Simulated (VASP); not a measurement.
# MnC2 (Cmcm) in VASP: single point with PBE

Aim: the single point of MnC2 with PBE.

All numbers are computed with VASP 6.6.1; they aren't measurements. Logs are shortened: lines on timing, memory, paths and dates and some standing lists are left out, and cuts for length are marked.

## 1. The cell of the first run

Symmetry: Cmcm, No. 63, orthorhombic system. The conventional cell has a = 3.006 Å, b = 5.207 Å, c = 11.714 Å, α = 90.00°, β = 90.00°, γ = 90.00°. Within 2.5 Å of Mn (site symmetry m2m) lie 6 C at 1.90 Å. C (site symmetry m) has 1 C at 1.57 Å and 3 Mn at 1.90 Å within 2.1 Å.

## 2. Single point, PBE

Input file INCAR:

```
ALGO = Normal
EDIFF = 1E-7
ENCUT = 520
GGA = PE
ISIF = 2
ISMEAR = 0
LASPH = T
LCHARG = T
LELF = T
LREAL = F
LVHAR = T
LWAVE = F
NBANDS = 54
NELM = 60
PREC = Accurate
SIGMA = 0.2
```

Input file KPOINTS:

```
k-points
0
Gamma
  8 4 2
```

Input file POSCAR:

```
MnC2
1.0
    1.5030726914     -2.6035765544      0.0000000000
    4.5092180742      2.6035765544      0.0000000000
    0.0000000000      0.0000000000     11.7135202121
Mn C
4 8
Direct
    0.8752065552      0.0415978149      0.7500000000
    0.3752065552      0.5415978149      0.7500000000
    0.6247934448      0.4584021851      0.2500000000
    0.1247934448      0.9584021851      0.2500000000
    0.6247996474      0.1250667842      0.1830250766
    0.1247996474      0.6250667842      0.1830250766
    0.6247996474      0.1250667842      0.3169749234
    0.1247996474      0.6250667842      0.3169749234
    0.8752003526      0.3749332158      0.8169749234
    0.3752003526      0.8749332158      0.8169749234
    0.8752003526      0.3749332158      0.6830250766
    0.3752003526      0.8749332158      0.6830250766
```

Potentials or basis: VASP PAW PBE potentials, release 64 (Mn_pv, C).

Command:

```
cat potpaw_PBE.64/Mn_pv/POTCAR potpaw_PBE.64/C/POTCAR > POTCAR
mpirun -np 1 vasp_std > vasp.out
```

OUTCAR:

```text
EDIFF = 1E-7
   ENCUT = 520
   GGA = PE
   ISIF = 2
   ISMEAR = 0
   LASPH = T
   LREAL = F
   NELM = 60
   PREC = Accurate

 ion  position               nearest neighbor table
   1  0.875  0.042  0.750-  10 1.90  12 1.90   9 1.90  11 1.90  10 1.90  12 1.90   2 3.01   2 3.01
                             2 3.01   2 3.01
   2  0.375  0.542  0.750-   9 1.90  11 1.90  10 1.90  12 1.90  11 1.90   9 1.90   1 3.01   1 3.01
                             1 3.01   1 3.01
   3  0.625  0.458  0.250-   6 1.90   8 1.90   5 1.90   7 1.90   6 1.90   8 1.90   4 3.01   4 3.01
                             4 3.01   4 3.01
   4  0.125  0.958  0.250-   5 1.90   7 1.90   6 1.90   8 1.90   7 1.90   5 1.90   3 3.01   3 3.01
                             3 3.01   3 3.01
   5  0.625  0.125  0.183-   7 1.57   4 1.90   3 1.90   4 1.90
   6  0.125  0.625  0.183-   8 1.57   3 1.90   4 1.90   3 1.90
   7  0.625  0.125  0.317-   5 1.57   4 1.90   3 1.90   4 1.90
   8  0.125  0.625  0.317-   6 1.57   3 1.90   4 1.90   3 1.90
   9  0.875  0.375  0.817-  11 1.57   2 1.90   1 1.90   2 1.90
  10  0.375  0.875  0.817-  12 1.57   1 1.90   2 1.90   1 1.90
  11  0.875  0.375  0.683-   9 1.57   2 1.90   1 1.90   2 1.90
  12  0.375  0.875  0.683-  10 1.57   1 1.90   2 1.90   1 1.90

  LATTYP: Found a simple monoclinic cell.
 ALAT       =     3.0062997838
 B/A-ratio  =     3.8963247362
 C/A-ratio  =     1.7319915036
 COS(beta)  =    -0.0000593050

  Lattice vectors:

 A1 = (   1.5030726914,  -2.6035765544,   0.0000000000)
 A2 = (   0.0000000000,   0.0000000000, -11.7135202121)
 A3 = (   4.5092180742,   2.6035765544,   0.0000000000)

Analysis of symmetry for initial positions (statically):
=====================================================================
 Subroutine PRICEL returns following result:

  LATTYP: Found a base centered orthorhombic cell.
 ALAT       =     3.0061453828
 B/A-ratio  =     1.7321694215
 C/A-ratio  =     3.8965248584

  Lattice vectors:

 A1 = (   1.5030726914,  -2.6035765544,   0.0000000000)
 A2 = (   1.5030726914,   2.6035765544,   0.0000000000)
 A3 = (   0.0000000000,   0.0000000000,  11.7135202121)

   2 primitive cells build up your supercell.

 Routine SETGRP: Setting up the symmetry group for a
 simple monoclinic supercell.

 Subroutine GETGRP returns: Found  4 space group operations
 (whereof  2 operations were pure point group operations)
 out of a pool of  4 trial point group operations.

The static configuration has the point symmetry S_2 .
 The point group associated with its full space group is C_2h.

Analysis of symmetry for dynamics (positions and initial velocities):
=====================================================================
 Subroutine PRICEL returns following result:

  LATTYP: Found a base centered orthorhombic cell.
 ALAT       =     3.0061453828
 B/A-ratio  =     1.7321694215
 C/A-ratio  =     3.8965248584

  Lattice vectors:

 A1 = (   1.5030726914,  -2.6035765544,   0.0000000000)
 A2 = (   1.5030726914,   2.6035765544,   0.0000000000)
 A3 = (   0.0000000000,   0.0000000000,  11.7135202121)

   2 primitive cells build up your supercell.

 Routine SETGRP: Setting up the symmetry group for a
 simple monoclinic supercell.

 Subroutine GETGRP returns: Found  4 space group operations
 (whereof  2 operations were pure point group operations)
 out of a pool of  4 trial point group operations.

The dynamic configuration has the point symmetry S_2 .
 The point group associated with its full space group is C_2h.

 Subroutine INISYM returns: Found  4 space group operations
 (whereof  2 operations are pure point group operations),
 and found     2 'primitive' translations

----------------------------------------------------------------------------------------

                                     Primitive cell

  volume of cell :      91.6786

  direct lattice vectors                    reciprocal lattice vectors
     1.503072691 -2.603576554  0.000000000     0.332651909 -0.192043518  0.000000000
     1.503072691  2.603576554  0.000000000     0.332651909  0.192043518  0.000000000
     0.000000000  0.000000000 11.713520212     0.000000000  0.000000000  0.085371432

  length of vectors
     3.006299784  3.006299784 11.713520212     0.384106763  0.384106763  0.085371432

  position of ions in fractional coordinates (direct lattice)
     0.916804370  0.083195630  0.750000000
     0.083195630  0.916804370  0.250000000
     0.749866432  0.250133568  0.183025077
     0.749866432  0.250133568  0.316974923
     0.250133568  0.749866432  0.816974923
     0.250133568  0.749866432  0.683025077

  ion indices of the primitive-cell ions
   primitive index   ion index
                 1           1
                 2           4
                 3           5
                 4           7
                 5           9
                 6          11

----------------------------------------------------------------------------------------

 KPOINTS: k-points

Automatic generation of k-mesh.
 Grid dimensions read from file:
 generate k-points for:    8    4    2

 Generating k-lattice:

  Cartesian coordinates                     Fractional coordinates (reciprocal lattice)
     0.020790744 -0.036008160  0.000000000     0.125000000  0.000000000  0.000000000
     0.041581489  0.024005440  0.000000000     0.000000000  0.250000000  0.000000000
     0.000000000  0.000000000  0.042685716     0.000000000  0.000000000  0.500000000

  Length of vectors
     0.041579353  0.048013345  0.042685716

  Shift w.r.t. Gamma in fractional coordinates (k-lattice)
     0.000000000  0.000000000  0.000000000

 Subroutine IBZKPT returns following result:
 ===========================================

 Found     36 irreducible k-points:

 Following reciprocal coordinates:
            Coordinates               Weight
  0.000000  0.000000  0.000000      1.000000
  0.125000 -0.000000  0.000000      2.000000
  0.250000 -0.000000  0.000000      2.000000
  0.375000 -0.000000  0.000000      2.000000
  0.500000 -0.000000  0.000000      1.000000
 -0.000000  0.250000  0.000000      2.000000
[... 16 lines left out ...]
  0.500000 -0.000000  0.500000      1.000000
 -0.000000  0.250000  0.500000      2.000000
 [... further k-points ...]
   k-points           NKPTS =     36   k-points in BZ     NKDIM =     36   number of bands    NBANDS=     54
   number of dos      NEDOS =    301   number of ions     NIONS =     12
   total plane-waves  NPLWV =  86400
   dimension x,y,z NGX =    24 NGY =   40 NGZ =   90
   dimension x,y,z NGXF=    48 NGYF=   80 NGZF=  180
   ions per type =               4   8
   NGX,Y,Z   is equivalent  to a cutoff of  13.27, 12.77, 12.77 a.u.
   NGXF,Y,Z  is equivalent  to a cutoff of  26.54, 25.54, 25.55 a.u.
 SYSTEM =  unknown system
   PREC   = accura    normal or accurate (medium, high low for compatibility)
   ISTART =      0    job   : 0-new  1-cont  2-samecut
   ICHARG =      2    charge: 1-file 2-atom 10-const
   ISPIN  =      1    spin polarized calculation?
   LNONCOLLINEAR =      F non collinear calculations
   LSORBIT =      F    spin-orbit coupling
   LASPH  =      T    aspherical Exc in radial PAW
   ENCUT  =  520.0 eV  38.22 Ry    6.18 a.u.   5.59  9.68 21.78*2*pi/ulx,y,z
   NELM   =     60;   NELMIN=  2; NELMDL= -5     # of ELM steps
   EDIFF  = 0.1E-06   stopping-criterion for ELM
   LREAL  =      F    real-space projection
   EDIFFG = 0.1E-05   stopping-criterion for IOM
   NSW    =      0    number of steps for IOM
   IBRION =     -1    ionic relax: 0-MD 1-quasi-New 2-CG
   NFREE  =      0    steps in history (QN), initial steepest desc. (CG)
   ISIF   =      2    stress and relaxation
   ISYM   =      2    0-nonsym 1-usesym 2-fastsym
   POTIM  = 0.5000    time-step for ionic-motion
   TEBEG  =    0.0;   TEEND  =   0.0 temperature during run
   PSTRESS=    0.0 pullay stress
   NELECT =      84.0000    total number of electrons
   NUPDOWN=      -1.0000    fix difference up-down
   EMIN   =  10.00;   EMAX   =-10.00  energy-range for DOS
   EFERMI =   0.00;   METHOD = LEGACY
   ISMEAR =     0;   SIGMA  =   0.20  broadening in eV -4-tet -1-fermi 0-gaus
   EFERMI_NEDOS =   21; number of points for ismear=-14 and -15
   IALGO  =     38    algorithm
   IMIX   =      4    mixing-type and parameters
     AMIX     =   0.40;   BMIX     =  1.00
     AMIX_MAG =   1.60;   BMIX_MAG =  1.00
  volume/ion in A,a.u.               =      15.28       103.11
  Fermi-wavevector in a.u.,A,eV,Ry     =   1.262027  2.384885 21.670167  1.592712
  Thomas-Fermi vector in A             =   2.395456
   LORBIT       =      0    0 simple, 1 ext, 2 COOP (PROOUT), +10 PAW based schemes
   GGA     = PE    functional components
   LHFCALC =     F    Hartree Fock is set to
   AEXX    =    0.0000 exact exchange contribution
   IVDW    =     0    specifies the selected vdW correction
   LEPSILON=     F    determine dielectric tensor
   LRPA    =     F    only Hartree local field effects (RPA)
 non-spin polarized calculation
 Gauss-broadening in eV      SIGMA  =   0.20
  energy-cutoff  :      520.00
  volume of cell :      183.36
 maximum number of plane-waves:      4983
 NGX is ok and might be reduce to    24
   NGX = 11   NGY = 19   NGZ = 43

 number of electron      84.0000025 magnetization

 Free energy of the ion-electron system (eV)
  ---------------------------------------------------
  ext. energy  EPLUGINS =         0.00000000
  ---------------------------------------------------
  free energy    TOTEN  =       -93.69836778 eV

  energy without entropy =      -93.54310207  energy(sigma->0) =      -93.62073492

 E-fermi :   1.3438     XC(G=0):  -8.7233

 val. band max:        1.3027655901   @ k =   0.1250   0.2500   0.0000
 cond. band min:       1.3754425681   @ k =   0.1250  -0.0000   0.0000
 fundamental gap:      0.0726769781
 Fermi energy:         1.3437805481

 k-point     1 :       0.0000    0.0000    0.0000
  band No.  band energies     occupation
      1     -47.3549      2.00000
      2     -47.3549      2.00000
      3     -47.2725      2.00000
      4     -47.2725      2.00000
      5     -47.2439      2.00000
      6     -47.2439      2.00000
[... 46 lines left out ...]
     53       6.1937      0.00000
     54       6.2033      0.00000

 k-point     2 :       0.1250   -0.0000    0.0000
  band No.  band energies     occupation
      1     -47.3500      2.00000
      2     -47.3499      2.00000
      3     -47.2827      2.00000
      4     -47.2826      2.00000
      5     -47.2570      2.00000
      6     -47.2570      2.00000
[... 46 lines left out ...]
     53       5.7478      0.00000
     54       5.7509      0.00000

 k-point     3 :       0.2500   -0.0000    0.0000
  band No.  band energies     occupation
      1     -47.3382      2.00000
      2     -47.3382      2.00000
      3     -47.3046      2.00000
      4     -47.3046      2.00000
      5     -47.2892      2.00000
      6     -47.2892      2.00000
[... 46 lines left out ...]
     53       4.6090      0.00000
     54       4.6161      0.00000
[... 1084 lines left out ...]
 k-point    23 :       0.5000   -0.0000    0.5000
  band No.  band energies     occupation
      1     -47.3415      2.00000
      2     -47.3415      2.00000
      3     -47.3415      2.00000
      4     -47.3415      2.00000
      5     -47.2861      2.00000
      6     -47.2861      2.00000
[... 46 lines left out ...]
     53       3.9703      0.00000
     54       3.9703      0.00000

 k-point    24 :      -0.0000    0.2500    0.5000
  band No.  band energies     occupation
      1     -47.3377      2.00000
      2     -47.3377      2.00000
      3     -47.2683      2.00000
      4     -47.2683      2.00000
      5     -47.2541      2.00000
      6     -47.2541      2.00000
[... 46 lines left out ...]
     53       5.6379      0.00000
     54       5.6384      0.00000

 [... further k-points ...]

------------------------ aborting loop because EDIFF is reached ----------------------------------------

  FORCE on cell =-STRESS in cart. coord.  units (eV):
  Direction    XX          YY          ZZ          XY          YZ          ZX
  --------------------------------------------------------------------------------------
  -------------------------------------------------------------------------------------
  Total        0.3115961      0.1757562      1.0458976      0.1135446      0.0000000      0.0000000
  in kB        2.7227319      1.5357605      9.1390701      0.9921547      0.0000000      0.0000000
  external PRESSURE =       4.4658542 kB  Pullay stress =       0.0000000 kB

 VOLUME and BASIS-vectors are now :
 -----------------------------------------------------------------------------
  energy-cutoff  :      520.00
  volume of cell :      183.36
      direct lattice vectors                 reciprocal lattice vectors
     1.503072691 -2.603576554  0.000000000     0.166325954 -0.288065276  0.000000000
     4.509218074  2.603576554  0.000000000     0.166325954  0.096021759  0.000000000
     0.000000000  0.000000000 11.713520212     0.000000000  0.000000000  0.085371432

 POSITION                                       TOTAL-FORCE (eV/Angst)
 -----------------------------------------------------------------------------------
      1.50307     -2.17036      8.78514         0.068996      0.040161     -0.000000
      3.00615      0.43321      8.78514         0.068996      0.040161     -0.000000
      3.00615     -0.43321      2.92838        -0.068996     -0.040161      0.000000
      4.50922      2.17036      2.92838        -0.068996     -0.040161      0.000000
      1.50307     -1.30109      2.14387         0.033657      0.019433     -0.186484
      3.00615      1.30248      2.14387         0.033657      0.019433     -0.186484
      1.50307     -1.30109      3.71289         0.033657      0.019433      0.186484
      3.00615      1.30248      3.71289         0.033657      0.019433      0.186484
      3.00615     -1.30248      9.56965        -0.033657     -0.019433      0.186484
      4.50922      1.30109      9.56965        -0.033657     -0.019433      0.186484
      3.00615     -1.30248      8.00063        -0.033657     -0.019433     -0.186484
      4.50922      1.30109      8.00063        -0.033657     -0.019433     -0.186484
 -----------------------------------------------------------------------------------
    total drift:                                0.000000     -0.000000      0.000000

  FREE ENERGIE OF THE ION-ELECTRON SYSTEM (eV)
  ---------------------------------------------------
  free  energy   TOTEN  =       -93.6983677758 eV

  energy  without entropy=      -93.5431020663  energy(sigma->0) =      -93.62073492
```

It took 4.4 min on 1 thread of Intel Xeon Platinum 8488C (Sapphire Rapids), shared host; peak memory 0.44 GiB.

Results:

- Free energy: -93.6984 eV
- Pressure: 0.4 GPa
- Largest force: 0.190 eV/Å
- Band gap on the k mesh: zero (bands 42 and 43 overlap by 1.79 eV)

Forces in eV/Å, atoms in the order of the input:
```
Mn   0.069  0.040  0.000
Mn   0.069  0.040  0.000
Mn  -0.069 -0.040  0.000
Mn  -0.069 -0.040  0.000
C    0.034  0.019 -0.186
C    0.034  0.019 -0.186
C    0.034  0.019  0.186
C    0.034  0.019  0.186
C   -0.034 -0.019  0.186
C   -0.034 -0.019  0.186
C   -0.034 -0.019 -0.186
C   -0.034 -0.019 -0.186
```

Caveat: the run has no spin polarisation, though such a crystal can be magnetic.
